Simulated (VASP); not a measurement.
Set up this calculation in VASP 6.6.1, as the native input.

```
Task                   : relaxation of cell and atoms
Functional             : PBE
Potentials or basis    : VASP PAW PBE potentials, release 64 (Ga_d, Sb)
Cutoff                 : 500 eV
k mesh                 : 6 × 6 × 6
Occupations            : gaussian, width 0.1 eV
Spin                   : no spin polarisation
Dipole correction      : no
Further INCAR settings : ALGO = Normal; EDIFF = 1e-07; IBRION = 2; EDIFFG = -0.01; NSW = 100; ISIF = 3
```

The structure of GaSb3 lies in POSCAR:

```
GaSb3
1.0
    5.9593270087      0.0000000000      0.0000000000
    0.0000000000      5.9593270087      0.0000000000
    0.0000000000      0.0000000000      5.9593270087
Ga Sb
2 6
Direct
    0.0000000000      0.0000000000      0.0000000000
    0.5000000000      0.5000000000      0.5000000000
    0.0000000000      0.5000000000      0.2500000000
    0.0000000000      0.5000000000      0.7500000000
    0.2500000000      0.0000000000      0.5000000000
    0.7500000000      0.0000000000      0.5000000000
    0.5000000000      0.7500000000      0.0000000000
    0.5000000000      0.2500000000      0.0000000000
```

The input as run:

INCAR

```
SYSTEM = GaSb3
PREC = Accurate
ENCUT = 500
EDIFF = 1E-7
ISMEAR = 0
SIGMA = 0.1
LREAL = .False.
LASPH = .True.
NELM = 120
ALGO = Normal
ISIF = 3
LWAVE = .False.
LCHARG = .False.
GGA = PE
IBRION = 2
NSW = 100
EDIFFG = -0.01
GGA_COMPAT = .False.
NELMIN = 4
```

KPOINTS

```
regular mesh
0
Gamma
  6 6 6
  0 0 0
```

Potentials or basis: VASP PAW PBE potentials, release 64 (Ga_d, Sb).

Run with:

```bash
$ cat potpaw_PBE.64/Ga_d/POTCAR potpaw_PBE.64/Sb/POTCAR > POTCAR
$ mpirun -np 1 vasp_std > vasp.out
```

It gave:

- Relaxed volume: 26.56 Å³/atom
- Relaxed cell: a = 5.967 Å, b = 5.967 Å, c = 5.967 Å, α = 90.00°, β = 90.00°, γ = 90.00°
- Space group after relaxing (to 0.1 Å): Pm-3n (No. 223)
- Energy gained by relaxing: 0.0 meV/atom
- Ionic steps: 2
- Pressure after relaxing: 0.0 GPa
- Band gap on the k mesh: zero (bands 28 and 29 overlap by 1.66 eV)

Caveat: spin-orbit coupling is left out, which moves the levels of the heavy elements.

It took 4.2 min on 1 thread of Intel Xeon 8259CL, on a shared host, peak memory 0.4 GiB.
